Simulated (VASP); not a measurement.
# Ir (Fm-3m) in VASP: settings compared, part 2 of 2

VASP 6.6.1. Earlier steps stand in the parts before.

## (3) Relaxation of cell and atoms, PBE+D3(BJ)

This run uses another cell than the first one, of 14.06 Å³/atom, 1.008 times its volume.

Input file INCAR:

```
SYSTEM = Ir
ALGO = Normal
EDIFF = 1E-6
EDIFFG = -0.01
ENCUT = 600
GGA = PE
IBRION = 2
ISIF = 3
ISMEAR = -1
IVDW = 12
LASPH = .TRUE.
LCHARG = .FALSE.
LREAL = .FALSE.
LWAVE = .FALSE.
NELM = 60
NSW = 60
PREC = Accurate
SIGMA = 0.05
```

Input file KPOINTS:

```
k-points
0
G
  12 12 12
  0 0 0
```

Input file POSCAR:

```
Ir
1.0
    0.0000000000      1.9156000000      1.9156000000
    1.9156000000      0.0000000000      1.9156000000
    1.9156000000      1.9156000000      0.0000000000
Ir
1
Direct
    0.0000000000      0.0000000000      0.0000000000
```

Potentials or basis: VASP PAW PBE potentials, release 64 (Ir).

Command:

```bash
> cat potpaw_PBE.64/Ir/POTCAR > POTCAR
> mpirun -np 1 vasp_std > vasp.out
```

OUTCAR:

```text
SYSTEM = Ir
   EDIFF = 1E-6
   EDIFFG = -0.01
   ENCUT = 600
   GGA = PE
   IBRION = 2
   ISIF = 3
   ISMEAR = -1
   IVDW = 12
   LASPH = .TRUE.
   LREAL = .FALSE.
   NELM = 60
   NSW = 60
   PREC = Accurate
 IVDW          = 12

 ion  position               nearest neighbor table
   1  0.000  0.000  0.000-

  LATTYP: Found a face centered cubic cell.
 ALAT       =     3.8312000000

  Lattice vectors:

 A1 = (   0.0000000000,   1.9156000000,   1.9156000000)
 A2 = (   1.9156000000,   0.0000000000,   1.9156000000)
 A3 = (   1.9156000000,   1.9156000000,   0.0000000000)

Analysis of symmetry for initial positions (statically):
=====================================================================
 Subroutine PRICEL returns:
 Original cell was already a primitive cell.

 Routine SETGRP: Setting up the symmetry group for a
 face centered cubic supercell.

 Subroutine GETGRP returns: Found 48 space group operations
 (whereof 48 operations were pure point group operations)
 out of a pool of 48 trial point group operations.

The static configuration has the point symmetry O_h .

Analysis of symmetry for dynamics (positions and initial velocities):
=====================================================================
 Subroutine PRICEL returns:
 Original cell was already a primitive cell.

 Routine SETGRP: Setting up the symmetry group for a
 face centered cubic supercell.

 Subroutine GETGRP returns: Found 48 space group operations
 (whereof 48 operations were pure point group operations)
 out of a pool of 48 trial point group operations.

The dynamic configuration has the point symmetry O_h .

 Subroutine INISYM returns: Found 48 space group operations
 (whereof 48 operations are pure point group operations),
 and found     1 'primitive' translations

----------------------------------------------------------------------------------------

                                     Primitive cell

  volume of cell :      14.0587

  direct lattice vectors                    reciprocal lattice vectors
     0.000000000  1.915600000  1.915600000    -0.261014826  0.261014826  0.261014826
     1.915600000  0.000000000  1.915600000     0.261014826 -0.261014826  0.261014826
     1.915600000  1.915600000  0.000000000     0.261014826  0.261014826 -0.261014826

  length of vectors
     2.709067500  2.709067500  2.709067500     0.452090940  0.452090940  0.452090940

  position of ions in fractional coordinates (direct lattice)
     0.000000000  0.000000000  0.000000000

  ion indices of the primitive-cell ions
   primitive index   ion index
                 1           1

----------------------------------------------------------------------------------------

 KPOINTS: k-points

Automatic generation of k-mesh.
 Grid dimensions read from file:
 generate k-points for:   12   12   12

 Generating k-lattice:

  Cartesian coordinates                     Fractional coordinates (reciprocal lattice)
    -0.021751235  0.021751235  0.021751235     0.083333333  0.000000000  0.000000000
     0.021751235 -0.021751235  0.021751235     0.000000000  0.083333333  0.000000000
     0.021751235  0.021751235 -0.021751235     0.000000000  0.000000000  0.083333333

  Length of vectors
     0.037674245  0.037674245  0.037674245

  Shift w.r.t. Gamma in fractional coordinates (k-lattice)
     0.000000000  0.000000000  0.000000000

 Subroutine IBZKPT returns following result:
 ===========================================

 Found     72 irreducible k-points:

 Following reciprocal coordinates:
            Coordinates               Weight
  0.000000  0.000000  0.000000      1.000000
  0.083333  0.000000  0.000000      8.000000
  0.166667  0.000000  0.000000      8.000000
  0.250000  0.000000  0.000000      8.000000
  0.333333  0.000000  0.000000      8.000000
  0.416667  0.000000  0.000000      8.000000
[... 16 lines left out ...]
  0.500000  0.166667  0.000000     24.000000
 -0.416667  0.166667  0.000000     24.000000
 [... further k-points ...]
   k-points           NKPTS =     72   k-points in BZ     NKDIM =     72   number of bands    NBANDS=      8
   number of dos      NEDOS =    301   number of ions     NIONS =      1
   total plane-waves  NPLWV =  13824
   dimension x,y,z NGX =    24 NGY =   24 NGZ =   24
   dimension x,y,z NGXF=    48 NGYF=   48 NGZF=   48
   ions per type =               1
   NGX,Y,Z   is equivalent  to a cutoff of  14.73, 14.73, 14.73 a.u.
   NGXF,Y,Z  is equivalent  to a cutoff of  29.46, 29.46, 29.46 a.u.
 SYSTEM =  Ir
   PREC   = accura    normal or accurate (medium, high low for compatibility)
   ISTART =      0    job   : 0-new  1-cont  2-samecut
   ICHARG =      2    charge: 1-file 2-atom 10-const
   ISPIN  =      1    spin polarized calculation?
   LNONCOLLINEAR =      F non collinear calculations
   LSORBIT =      F    spin-orbit coupling
   LASPH  =      T    aspherical Exc in radial PAW
   ENCUT  =  600.0 eV  44.10 Ry    6.64 a.u.   5.41  5.41  5.41*2*pi/ulx,y,z
   NELM   =     60;   NELMIN=  2; NELMDL= -5     # of ELM steps
   EDIFF  = 0.1E-05   stopping-criterion for ELM
   LREAL  =      F    real-space projection
   EDIFFG = -.1E-01   stopping-criterion for IOM
   NSW    =     60    number of steps for IOM
   IBRION =      2    ionic relax: 0-MD 1-quasi-New 2-CG
   NFREE  =      1    steps in history (QN), initial steepest desc. (CG)
   ISIF   =      3    stress and relaxation
   ISYM   =      2    0-nonsym 1-usesym 2-fastsym
   POTIM  = 0.5000    time-step for ionic-motion
   TEBEG  =    0.0;   TEEND  =   0.0 temperature during run
   PSTRESS=    0.0 pullay stress
   NELECT =       9.0000    total number of electrons
   NUPDOWN=      -1.0000    fix difference up-down
   EMIN   =  10.00;   EMAX   =-10.00  energy-range for DOS
   EFERMI =   0.00;   METHOD = LEGACY
   ISMEAR =    -1;   SIGMA  =   0.05  broadening in eV -4-tet -1-fermi 0-gaus
   EFERMI_NEDOS =   21; number of points for ismear=-14 and -15
   IALGO  =     38    algorithm
   IMIX   =      4    mixing-type and parameters
     AMIX     =   0.40;   BMIX     =  1.00
     AMIX_MAG =   1.60;   BMIX_MAG =  1.00
  volume/ion in A,a.u.               =      14.06        94.87
  Fermi-wavevector in a.u.,A,eV,Ry     =   1.410937  2.666284 27.085691  1.990742
  Thomas-Fermi vector in A             =   2.532839
   LORBIT       =      0    0 simple, 1 ext, 2 COOP (PROOUT), +10 PAW based schemes
   GGA     = PE    functional components
   LHFCALC =     F    Hartree Fock is set to
   AEXX    =    0.0000 exact exchange contribution
   IVDW    =    12    specifies the selected vdW correction
   LEPSILON=     F    determine dielectric tensor
   LRPA    =     F    only Hartree local field effects (RPA)
 conjugate gradient relaxation of ions
 non-spin polarized calculation
  energy-cutoff  :      600.00
  volume of cell :       14.06
 maximum number of plane-waves:       495
 NGX is ok and might be reduce to    24
   NGX = 11   NGY = 11   NGZ = 11

--------------------------------------- Ionic step        1  -------------------------------------------

 number of electron       9.0000000 magnetization

 Free energy of the ion-electron system (eV)
  ---------------------------------------------------
  ext. energy  EPLUGINS =         0.00000000
  ---------------------------------------------------
  free energy    TOTEN  =        -8.85391401 eV

  energy without entropy =       -8.84919372  energy(sigma->0) =       -8.85155387

------------------------ aborting loop because EDIFF is reached ----------------------------------------

 Edisp (eV)   -0.73991

 E8    (eV) :    -0.3451

  FORCE on cell =-STRESS in cart. coord.  units (eV):
  Direction    XX          YY          ZZ          XY          YZ          ZX
  --------------------------------------------------------------------------------------
  -------------------------------------------------------------------------------------
  Total       0.27453     0.27453     0.27453     0.00000     0.00000     0.00000
  in kB      31.28641    31.28641    31.28641     0.00000     0.00000     0.00000
  external pressure =       31.29 kB  Pullay stress =        0.00 kB
[... 20 lines left out ...]
  energy  without entropy=       -9.5891072658  energy(sigma->0) =       -9.59146741

--------------------------------------- Ionic step        2  -------------------------------------------

 number of electron       9.0000000 magnetization

 E-fermi :   9.8590     XC(G=0): -13.7917

 val. band max:        9.8463211478   @ k =  -0.3333   0.3333   0.0000
 cond. band min:       9.8614331066   @ k =  -0.2500   0.0833   0.0000
 fundamental gap:      0.0151119588
 Fermi energy:         9.8590278618

 k-point     1 :       0.0000    0.0000    0.0000
  band No.  band energies     occupation
      1      -0.9260      2.00000
      2       6.1433      2.00000
      3       6.1433      2.00000
      4       6.1433      2.00000
      5       8.6901      2.00000
      6       8.6901      2.00000
      7      24.2290      0.00000
      8      29.6137      0.00000
[... 289 lines left out ...]
  energy  without entropy=       -9.5739362602  energy(sigma->0) =       -9.57647146

--------------------------------------- Ionic step        3  -------------------------------------------

 number of electron       9.0000000 magnetization

 Free energy of the ion-electron system (eV)
  ---------------------------------------------------
  ext. energy  EPLUGINS =         0.00000000
  ---------------------------------------------------
  free energy    TOTEN  =        -8.86128194 eV

  energy without entropy =       -8.85649128  energy(sigma->0) =       -8.85888661

 E-fermi :  10.4027     XC(G=0): -13.9774

 val. band max:       10.3853161088   @ k =  -0.3333   0.3333   0.0000
 cond. band min:      10.4032338283   @ k =  -0.2500   0.0833   0.0000
 fundamental gap:      0.0179177195
 Fermi energy:        10.4027009942

 k-point     1 :       0.0000    0.0000    0.0000
  band No.  band energies     occupation
      1      -0.7257      2.00000
      2       6.4970      2.00000
      3       6.4970      2.00000
      4       6.4970      2.00000
      5       9.1749      2.00000
      6       9.1749      2.00000
      7      24.7058      0.00000
      8      30.2762      0.00000
[... 285 lines left out ...]
  FREE ENERGIE OF THE ION-ELECTRON SYSTEM (eV)
  ---------------------------------------------------
  free  energy   TOTEN  =        -9.5949206094 eV

  energy  without entropy=       -9.5901299499  energy(sigma->0) =       -9.59252528

 reached required accuracy - stopping structural energy minimisation
```

CONTCAR:

```text
Ir
   1.00000000000000
     0.0000000000000000    1.9208359215307442    1.9208359215307442
     1.9208359215307442    0.0000000000000000    1.9208359215307442
     1.9208359215307442    1.9208359215307442   -0.0000000000000000
  Ir
     1
Direct
     0.0000000000000000    0.0000000000000000    0.0000000000000000

  0.00000000E+00  0.00000000E+00  0.00000000E+00
```

It took 38 s on 1 thread of Intel Xeon 6975P-C, shared host; peak memory 0.16 GiB.

Results:

* Free energy: -9.5949 eV
* Relaxed volume: 14.17 Å³/atom
* Relaxed cell: a = 2.716 Å, b = 2.716 Å, c = 2.716 Å, α = 60.00°, β = 60.00°, γ = 60.00°
* Space group after relaxing (to 0.05 Å): Fm-3m (No. 225)
* Energy gained by relaxing: 1.1 meV/atom
* Ionic steps: 3
* Pressure after relaxing: 0.0 GPa
* Dispersion energy per atom: -0.734 eV

The path:
```tsv
step	energy change (eV)	largest force (eV/Å)	pressure (GPa)	volume (Å³)
1	0.0000	0.0000	3.13	14.06
2	0.0148	0.0000	-10.90	14.62
3	-0.0011	0.0000	-0.02	14.17
```

Final structure:
```yaml
crystal:
  lattice:
    - [0.00000, 1.92084, 1.92084]
    - [1.92084, 0.00000, 1.92084]
    - [1.92084, 1.92084, 0.00000]
  atoms:
    - { symbol: Ir, position: [0.00000, 0.00000, 0.00000] }
```

Caveat: spin-orbit coupling is left out, which moves the levels of the heavy elements; pairwise dispersion overbinds metals, which lowers pressure and volume. Zero-point motion and thermal expansion aren't in these numbers.

## (4) Relaxation of cell and atoms, PBEsol+D3(BJ)

This run uses another cell than the first one, of 14.06 Å³/atom, 1.008 times its volume.

Input file INCAR:

```
SYSTEM = Ir
PREC = Accurate
ENCUT = 600
EDIFF = 1E-7
ISMEAR = -1
SIGMA = 0.05
LREAL = .FALSE.
LASPH = .TRUE.
NELM = 100
ALGO = Normal
ISIF = 3
LWAVE = .FALSE.
LCHARG = .FALSE.
GGA = PS
IVDW = 12
IBRION = 2
NSW = 60
EDIFFG = -0.01
```

Input file KPOINTS:

```
Automatic mesh
0
G
  12 12 12
  0 0 0
```

POSCAR is that of step 3.

Command:

```bash
> cat potpaw_PBE.64/Ir/POTCAR > POTCAR
> mpirun -np 1 vasp_std > vasp.out
```

Wall time 54 s (1 thread of Intel Xeon 6975P-C, shared host); peak memory 0.17 GiB.

Results (log left out):

```
Free energy                            : -10.5671 eV
Relaxed volume                         : 13.78 Å³/atom
Relaxed cell                           : a = 2.691 Å, b = 2.691 Å, c = 2.691 Å, α = 60.00°, β = 60.00°, γ = 60.00°
Space group after relaxing (to 0.05 Å) : Fm-3m (No. 225)
Energy gained by relaxing              : 7.0 meV/atom
Ionic steps                            : 4
Pressure after relaxing                : 0.0 GPa
Dispersion energy per atom             : -0.734 eV
```

The path:
| step | energy change (eV) | largest force (eV/Å) | pressure (GPa) | volume (Å³) |
| --- | --- | --- | --- | --- |
| 1 | 0.0000 | 0.0000 | -7.89 | 14.06 |
| 2 | 0.1236 | 0.0000 | 41.93 | 12.70 |
| 3 | -0.0070 | 0.0000 | -0.30 | 13.79 |
| 4 | -0.0070 | 0.0000 | -0.03 | 13.78 |

Final structure:
```xyz
1
Lattice="0.0000 1.9030 1.9030 1.9030 0.0000 1.9030 1.9030 1.9030 0.0000" Properties=species:S:1:pos:R:3 pbc="T T T"
Ir    0.0000    0.0000    0.0000
```

Levels at points of the mesh, in eV from the Fermi level:
```csv
k point,band 1,band 2,band 3,band 4,band 5,band 6,band 7,band 8
"(0.00, 0.00, 0.00)",-11.51,-4.10,-4.10,-4.10,-1.28,-1.28,14.23,19.96
"(0.50, 0.00, 0.00)",-8.46,-4.21,-4.21,-0.93,0.91,0.91,7.46,13.76
"(0.50, 0.50, 0.00)",-8.29,-7.70,0.89,1.51,1.51,1.61,10.79,11.75
```

Caveat: the PAW data sets were made with another functional, which shifts forces and pressure a little; spin-orbit coupling is left out, which moves the levels of the heavy elements; pairwise dispersion overbinds metals, which lowers pressure and volume.

## (5) Overview

| task | level | cell | cutoff (eV) | gap on the mesh (eV) | pressure (GPa) | relaxed volume (Å³/atom) |
| --- | --- | --- | --- | --- | --- | --- |
| single point | RPBE+D4 | a = 2.702 Å, angles 60.0°, 1 atom | 520 | none | 0.5 | - |
| relaxation of cell and atoms | PBE+D3(BJ) | relaxed from a = 2.709 Å, angles 60.0°, 1 atom | 600 | none | 0.0 | 14.17 |
| relaxation of cell and atoms | PBEsol+D3(BJ) | relaxed from a = 2.709 Å, angles 60.0°, 1 atom | 600 | none | 0.0 | 13.78 |

Alike in all rows: potentials or basis VASP PAW PBE potentials, release 64 (Ir); no spin polarisation; k mesh 12 × 12 × 12; smearing fermi-dirac 0.05 eV.

Caveats: spin-orbit coupling is left out, which moves the levels of the heavy elements; pairwise dispersion overbinds metals, which lowers pressure and volume; the PAW data sets were made with another functional, which shifts forces and pressure a little (some runs).

Absolute energies hang on the potentials; compare differences alone.
